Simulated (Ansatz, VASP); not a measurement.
ZnPd4F3: VASP beside Ansatz

```
CELL_PARAMETERS angstrom
3.20933 -6.30592 0.00000
3.20933 6.30592 0.00000
0.00000 0.00000 2.95599
ATOMIC_POSITIONS crystal
Zn 0.00000 0.00000 0.50000
Pd 0.33855 0.09924 0.00000
Pd 0.90076 0.66145 0.00000
Pd 0.09924 0.33855 0.00000
Pd 0.66145 0.90076 0.00000
F 0.26730 0.73270 0.00000
F 0.73270 0.26730 0.00000
F 0.50000 0.50000 0.00000
```

Alike in both runs: functional PBE; k mesh 6 × 6 × 12; occupations gaussian, width 0.1 eV; no spin polarisation.

Ansatz relaxed the structure, and its values are those at the end. VASP's run is a single point on that final structure, the one shown.

|  | VASP | Ansatz |
| --- | --- | --- |
| version | VASP 6.6.1 | Ansatz 0.2.0 |
| potentials or method | VASP PAW PBE potentials, release 64 (Zn, Pd, F), cutoff 520 eV | scalar-relativistic, plane waves, PAW |
| valence electrons in the cell | 73 | 105 |

```csv
,VASP,Ansatz,Ansatz less VASP
gap on the k mesh at the Fermi level (eV),none,none,-
pressure (GPa),-0.1,0.0,+0.10
rms of the force components (eV/Å),0.010,0.000,-0.0102
```

A gap of «none» marks a metal or a gap that the smearing closes. VASP's potentials hold 73 valence electrons a cell and Ansatz's 105, so a difference there can come from the potentials and not from the codes.
